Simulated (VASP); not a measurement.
BiTe:

```
Bi Te
1.0
     2.42271    1.39875    3.31729
    -2.42271    1.39875    3.31729
     0.00000   -2.79750    3.31729
Bi Te
1 1
Cartesian
  0.0000 0.0000 4.9759
  0.0000 0.0000 0.0000
```

```yaml
Program: VASP 6.6.1
Task: relaxation of cell and atoms
Functional: revPBE
Potentials_or_basis: VASP PAW PBE potentials, release 64 (Bi_d, Te)
Cutoff: 600 eV
k_mesh: 7 × 7 × 7
Occupations: fermi-dirac, width 0.05 eV
Spin: no spin polarisation
```

At the start: pressure 1.1 GPa; volume 33.72 Å³/atom.

Where does the relaxation end?

Over 12 steps the energy falls by 2.6 meV/atom and the volume is 34.57 Å³/atom (+2.5 %); space group R-3m (No. 166, to 0.05 Å).

The path:
| step | energy change (eV) | largest force (eV/Å) | pressure (GPa) | volume (Å³) |
| --- | --- | --- | --- | --- |
| 1 | 0.0000 | 0.0000 | 1.05 | 67.45 |
| 2 | -0.0039 | 0.0000 | -0.45 | 69.64 |
| 3 | -0.0049 | 0.0000 | 0.02 | 68.95 |
| 4 | -0.0049 | 0.0000 | 0.01 | 68.98 |
| 5 | -0.0049 | 0.0000 | -0.01 | 69.01 |
| 6 | -0.0050 | 0.0000 | -0.03 | 69.04 |
| 7 | -0.0051 | 0.0000 | -0.04 | 69.11 |
| 8 | -0.0050 | 0.0000 | -0.05 | 69.26 |
| 9 | -0.0051 | 0.0000 | -0.04 | 69.16 |
| 10 | -0.0051 | 0.0000 | 0.07 | 68.99 |
| 11 | -0.0051 | 0.0000 | 0.08 | 69.09 |
| 12 | -0.0051 | 0.0000 | 0.01 | 69.14 |

Final structure:
```
Bi Te
1.0
     2.43602    1.40643    3.36335
    -2.43602    1.40643    3.36335
     0.00000   -2.81287    3.36335
Bi Te
1 1
Direct
  0.50000 0.50000 0.50000
  0.00000 0.00000 0.00000
```

Caveat: the PAW data sets were made with another functional, which shifts forces and pressure a little.
